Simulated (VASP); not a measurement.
# K (Cmmm) in VASP: further runs, part 2 of 2

VASP 6.6.1. Earlier steps stand in the parts before.

### Step 5. Single point, PBE (89.63 Å³/atom)

This run uses another cell than the first one, of 89.63 Å³/atom.

Input file INCAR:

```
PREC = Accurate
ENCUT = 520
EDIFF = 1E-6
ISMEAR = 0
SIGMA = 0.1
LREAL = False
LASPH = True
NELM = 100
ALGO = Fast
ISIF = 2
LWAVE = False
LCHARG = False
GGA = PE
NBANDS = 30
```

Input file KPOINTS:

```
Automatic mesh
0
Gamma
  6 6 4
```

Input file POSCAR:

```
K
1.0
    4.4173088510     -4.4099217461      0.0000000000
    4.4173088510      4.4099217461      0.0000000000
    0.0000000000      0.0000000000     11.5027434458
K
5
Direct
    0.5000000000      0.0000000000      0.3087858463
    0.0000000000      0.5000000000      0.6912141537
    0.0000000000      0.5000000000      0.3087858463
    0.5000000000      0.0000000000      0.6912141537
    0.0000000000      0.0000000000      0.0000000000
```

Potentials or basis: VASP PAW PBE potentials, release 64 (K_sv).

Command:

```bash
$ cat potpaw_PBE.64/K_sv/POTCAR > POTCAR
$ mpirun -np 1 vasp_std > vasp.out
```

OUTCAR:

```text
PREC = Accurate
   ENCUT = 520
   EDIFF = 1E-6
   ISMEAR = 0
   LREAL = False
   LASPH = True
   NELM = 100
   ISIF = 2
   GGA = PE

 ion  position               nearest neighbor table
   1  0.500  0.000  0.309-
   2  0.000  0.500  0.691-
   3  0.000  0.500  0.309-
   4  0.500  0.000  0.691-
   5  0.000  0.000  0.000-

  LATTYP: Found a base centered orthorhombic cell.
 ALAT       =     8.8198434922
 B/A-ratio  =     1.0016751102
 C/A-ratio  =     1.3041890659

  Lattice vectors:

 A1 = (  -4.4173088510,  -4.4099217461,   0.0000000000)
 A2 = (   4.4173088510,  -4.4099217461,   0.0000000000)
 A3 = (   0.0000000000,   0.0000000000,  11.5027434458)

Analysis of symmetry for initial positions (statically):
=====================================================================
 Subroutine PRICEL returns:
 Original cell was already a primitive cell.

 Routine SETGRP: Setting up the symmetry group for a
 base centered orthorhombic supercell.

 Subroutine GETGRP returns: Found  8 space group operations
 (whereof  8 operations were pure point group operations)
 out of a pool of  8 trial point group operations.

The static configuration has the point symmetry D_2h.

Analysis of symmetry for dynamics (positions and initial velocities):
=====================================================================
 Subroutine PRICEL returns:
 Original cell was already a primitive cell.

 Routine SETGRP: Setting up the symmetry group for a
 base centered orthorhombic supercell.

 Subroutine GETGRP returns: Found  8 space group operations
 (whereof  8 operations were pure point group operations)
 out of a pool of  8 trial point group operations.

The dynamic configuration has the point symmetry D_2h.

 Subroutine INISYM returns: Found  8 space group operations
 (whereof  8 operations are pure point group operations),
 and found     1 'primitive' translations

----------------------------------------------------------------------------------------

                                     Primitive cell

  volume of cell :     448.1466

  direct lattice vectors                    reciprocal lattice vectors
     4.417308851 -4.409921746  0.000000000     0.113191089 -0.113380697  0.000000000
     4.417308851  4.409921746  0.000000000     0.113191089  0.113380697  0.000000000
     0.000000000  0.000000000 11.502743446     0.000000000  0.000000000  0.086935782

  length of vectors
     6.241796800  6.241796800 11.502743446     0.160210502  0.160210502  0.086935782

  position of ions in fractional coordinates (direct lattice)
     0.500000000  0.000000000  0.308785846
     0.000000000  0.500000000  0.691214154
     0.000000000  0.500000000  0.308785846
     0.500000000  0.000000000  0.691214154
     0.000000000  0.000000000  0.000000000

  ion indices of the primitive-cell ions
   primitive index   ion index
                 1           1
                 2           2
                 3           3
                 4           4
                 5           5

----------------------------------------------------------------------------------------

 KPOINTS: Automatic mesh

Automatic generation of k-mesh.
[... 23 lines left out ...]
  0.000000  0.000000  0.000000      1.000000
  0.166667 -0.000000  0.000000      4.000000
  0.333333 -0.000000  0.000000      4.000000
  0.500000  0.000000  0.000000      2.000000
  0.166667  0.166667  0.000000      2.000000
  0.333333  0.166667  0.000000      4.000000
[... 16 lines left out ...]
  0.333333  0.333333  0.250000      4.000000
  0.500000  0.333333  0.250000      8.000000
 [... further k-points ...]
   k-points           NKPTS =     39   k-points in BZ     NKDIM =     39   number of bands    NBANDS=     30
   number of dos      NEDOS =    301   number of ions     NIONS =      5
   total plane-waves  NPLWV = 207360
   dimension x,y,z NGX =    48 NGY =   48 NGZ =   90
   dimension x,y,z NGXF=    96 NGYF=   96 NGZF=  180
   ions per type =               5
   NGX,Y,Z   is equivalent  to a cutoff of  12.78, 12.78, 13.01 a.u.
   NGXF,Y,Z  is equivalent  to a cutoff of  25.57, 25.57, 26.01 a.u.
 SYSTEM =  unknown system
   PREC   = accura    normal or accurate (medium, high low for compatibility)
   ISTART =      0    job   : 0-new  1-cont  2-samecut
   ICHARG =      2    charge: 1-file 2-atom 10-const
   ISPIN  =      1    spin polarized calculation?
   LNONCOLLINEAR =      F non collinear calculations
   LSORBIT =      F    spin-orbit coupling
   LASPH  =      T    aspherical Exc in radial PAW
   ENCUT  =  520.0 eV  38.22 Ry    6.18 a.u.  11.61 11.61 21.39*2*pi/ulx,y,z
   NELM   =    100;   NELMIN=  2; NELMDL= -5     # of ELM steps
   EDIFF  = 0.1E-05   stopping-criterion for ELM
   LREAL  =      F    real-space projection
   EDIFFG = 0.1E-04   stopping-criterion for IOM
   NSW    =      0    number of steps for IOM
   IBRION =     -1    ionic relax: 0-MD 1-quasi-New 2-CG
   NFREE  =      0    steps in history (QN), initial steepest desc. (CG)
   ISIF   =      2    stress and relaxation
   ISYM   =      2    0-nonsym 1-usesym 2-fastsym
   POTIM  = 0.5000    time-step for ionic-motion
   TEBEG  =    0.0;   TEEND  =   0.0 temperature during run
   PSTRESS=    0.0 pullay stress
   NELECT =      45.0000    total number of electrons
   NUPDOWN=      -1.0000    fix difference up-down
   EMIN   =  10.00;   EMAX   =-10.00  energy-range for DOS
   EFERMI =   0.00;   METHOD = LEGACY
   ISMEAR =     0;   SIGMA  =   0.10  broadening in eV -4-tet -1-fermi 0-gaus
   EFERMI_NEDOS =   21; number of points for ismear=-14 and -15
   IALGO  =     68    algorithm
   IMIX   =      4    mixing-type and parameters
     AMIX     =   0.40;   BMIX     =  1.00
     AMIX_MAG =   1.60;   BMIX_MAG =  1.00
  volume/ion in A,a.u.               =      89.63       604.85
  Fermi-wavevector in a.u.,A,eV,Ry     =   0.760920  1.437930  7.877762  0.578999
  Thomas-Fermi vector in A             =   1.860045
   LORBIT       =      0    0 simple, 1 ext, 2 COOP (PROOUT), +10 PAW based schemes
   GGA     = PE    functional components
   LHFCALC =     F    Hartree Fock is set to
   AEXX    =    0.0000 exact exchange contribution
   IVDW    =     0    specifies the selected vdW correction
   LEPSILON=     F    determine dielectric tensor
   LRPA    =     F    only Hartree local field effects (RPA)
 non-spin polarized calculation
 RMM-DIIS sequential band-by-band and
 Gauss-broadening in eV      SIGMA  =   0.10
  energy-cutoff  :      520.00
  volume of cell :      448.15
 maximum number of plane-waves:     12105
 NGX is ok and might be reduce to    48
   NGX = 23   NGY = 23   NGZ = 43

 number of electron      44.9999997 magnetization

 Free energy of the ion-electron system (eV)
  ---------------------------------------------------
  ext. energy  EPLUGINS =         0.00000000
  ---------------------------------------------------
  free energy    TOTEN  =        -4.67559793 eV

  energy without entropy =       -4.64766227  energy(sigma->0) =       -4.66163010

 E-fermi :  -0.4531     XC(G=0):  -5.1529

 val. band max:       -0.4658405186   @ k =   0.5000   0.1667   0.2500
 cond. band min:      -0.4500429162   @ k =   0.5000   0.5000   0.0000
 fundamental gap:      0.0157976024
 Fermi energy:        -0.4531090085

 k-point     1 :       0.0000    0.0000    0.0000
  band No.  band energies     occupation
      1     -32.8373      2.00000
      2     -32.8357      2.00000
      3     -32.8313      2.00000
      4     -32.8298      2.00000
      5     -32.8226      2.00000
      6     -16.3432      2.00000
[... 781 lines left out ...]
     29       0.8045      0.00000
     30       0.9961      0.00000

 [... further k-points ...]

------------------------ aborting loop because EDIFF is reached ----------------------------------------

  FORCE on cell =-STRESS in cart. coord.  units (eV):
  Direction    XX          YY          ZZ          XY          YZ          ZX
  --------------------------------------------------------------------------------------
  -------------------------------------------------------------------------------------
  Total       -0.4242031     -0.4013136     -0.3868690     -0.0000000      0.0000000      0.0000000
  in kB       -1.5165767     -1.4347440     -1.3831027     -0.0000000      0.0000000      0.0000000
  external PRESSURE =      -1.4448078 kB  Pullay stress =       0.0000000 kB

 VOLUME and BASIS-vectors are now :
 -----------------------------------------------------------------------------
  energy-cutoff  :      520.00
  volume of cell :      448.15
      direct lattice vectors                 reciprocal lattice vectors
     4.417308851 -4.409921746  0.000000000     0.113191089 -0.113380697  0.000000000
     4.417308851  4.409921746  0.000000000     0.113191089  0.113380697  0.000000000
     0.000000000  0.000000000 11.502743446     0.000000000  0.000000000  0.086935782

 POSITION                                       TOTAL-FORCE (eV/Angst)
 -----------------------------------------------------------------------------------
      2.20865     -2.20496      3.55188         0.000000     -0.000000     -0.001751
      2.20865      2.20496      7.95086        -0.000000      0.000000      0.001751
      2.20865      2.20496      3.55188        -0.000000      0.000000     -0.001751
      2.20865     -2.20496      7.95086        -0.000000     -0.000000      0.001751
      0.00000      0.00000      0.00000        -0.000000     -0.000000      0.000000
 -----------------------------------------------------------------------------------
    total drift:                                0.000000      0.000000     -0.000000

  FREE ENERGIE OF THE ION-ELECTRON SYSTEM (eV)
  ---------------------------------------------------
  free  energy   TOTEN  =        -4.6755979256 eV

  energy  without entropy=       -4.6476622740  energy(sigma->0) =       -4.66163010
```

OSZICAR:

```text
N       E                     dE             d eps       ncg     rms          rms(c)
DAV:   1     0.335551322013E+03    0.33555E+03   -0.17910E+04  2500   0.115E+03
DAV:   2     0.228444285711E+02   -0.31271E+03   -0.30789E+03  2730   0.325E+02
DAV:   3    -0.290790604667E+01   -0.25752E+02   -0.25505E+02  3410   0.741E+01
DAV:   4    -0.461775133070E+01   -0.17098E+01   -0.16985E+01  3628   0.173E+01
DAV:   5    -0.468173076313E+01   -0.63979E-01   -0.63961E-01  3720   0.282E+00    0.370E+00
RMM:   6    -0.467663052527E+01    0.51002E-02   -0.12286E-02  2941   0.604E-01    0.229E+00
RMM:   7    -0.467474971531E+01    0.18808E-02   -0.22355E-02  3007   0.665E-01    0.149E-01
RMM:   8    -0.467529861358E+01   -0.54890E-03   -0.43162E-03  3329   0.300E-01    0.541E-02
RMM:   9    -0.467550387714E+01   -0.20526E-03   -0.14323E-03  3815   0.121E-01    0.352E-02
RMM:  10    -0.467555496835E+01   -0.51091E-04   -0.37942E-04  4304   0.613E-02    0.123E-02
RMM:  11    -0.467557808222E+01   -0.23114E-04   -0.18306E-04  4363   0.381E-02    0.513E-03
RMM:  12    -0.467558692777E+01   -0.88455E-05   -0.84081E-05  4016   0.270E-02    0.267E-03
RMM:  13    -0.467559185913E+01   -0.49314E-05   -0.45176E-05  3529   0.192E-02    0.265E-03
RMM:  14    -0.467559445469E+01   -0.25956E-05   -0.23114E-05  3136   0.142E-02    0.264E-03
RMM:  15    -0.467559503913E+01   -0.58443E-06   -0.14436E-05  2908   0.110E-02    0.616E-03
RMM:  16    -0.467559742563E+01   -0.23865E-05   -0.71510E-06  2832   0.950E-03    0.517E-04
RMM:  17    -0.467559792556E+01   -0.49994E-06   -0.52723E-06  2337   0.645E-03
   1 F= -.46755979E+01 E0= -.46616301E+01  d E =-.279357E-01
```

Wall time 17 min (1 thread of Intel Xeon 8259CL, shared host); peak memory 0.71 GiB.

What came out:

| Property | Result |
| --- | --- |
| Free energy | -4.6756 eV |
| Pressure | -0.1 GPa |
| Band gap on the k mesh | zero (an odd number of electrons rules out a gap without spin polarisation) |

Levels at points of the mesh, in eV from the Fermi level:
| k point | band 18 | band 19 | band 20 | band 21 | band 22 | band 23 | band 24 | band 25 | band 26 | band 27 |
| --- | --- | --- | --- | --- | --- | --- | --- | --- | --- | --- |
| (0.00, 0.00, 0.00) | -15.83 | -15.83 | -15.82 | -1.95 | -0.90 | -0.51 | 1.17 | 1.78 | 1.80 | 2.02 |
| (0.50, 0.00, 0.00) | -15.85 | -15.84 | -15.82 | -1.00 | -0.80 | 0.05 | 0.21 | 0.27 | 0.47 | 2.03 |
| (0.50, 0.50, 0.00) | -15.83 | -15.82 | -15.82 | -0.04 | 0.00 | 0.01 | 0.27 | 0.86 | 0.90 | 1.00 |
| (0.00, 0.00, 0.50) | -15.83 | -15.83 | -15.83 | -1.72 | -1.55 | 0.63 | 0.70 | 1.33 | 1.58 | 2.00 |
| (0.50, 0.00, 0.50) | -15.84 | -15.84 | -15.83 | -0.70 | -0.70 | -0.65 | -0.33 | 1.27 | 1.36 | 1.51 |
| (0.50, 0.50, 0.50) | -15.83 | -15.82 | -15.82 | 0.13 | 0.18 | 0.19 | 0.28 | 0.38 | 0.46 | 0.46 |

### Step 6. The runs side by side

| cell | gap on the mesh (eV) | pressure (GPa) |
| --- | --- | --- |
| a = 6.122, b = 6.122, c = 11.281 Å, angles 90.0, 90.0, 89.9°, 5 atoms | none | 0.0 |
| a = 6.182, b = 6.182, c = 11.393 Å, angles 90.0, 90.0, 89.9°, 5 atoms | none | -0.1 |
| a = 6.242, b = 6.242, c = 11.503 Å, angles 90.0, 90.0, 89.9°, 5 atoms | none | -0.1 |

Alike in all rows: task single point; level PBE; potentials or basis VASP PAW PBE potentials, release 64 (K_sv); no spin polarisation; k mesh 6 × 6 × 4; cutoff (eV) 520; smearing gaussian 0.1 eV.

Absolute energies hang on the potentials; compare differences alone.

The gap in the log of VASP goes by the Fermi energy; the results here count the filled bands.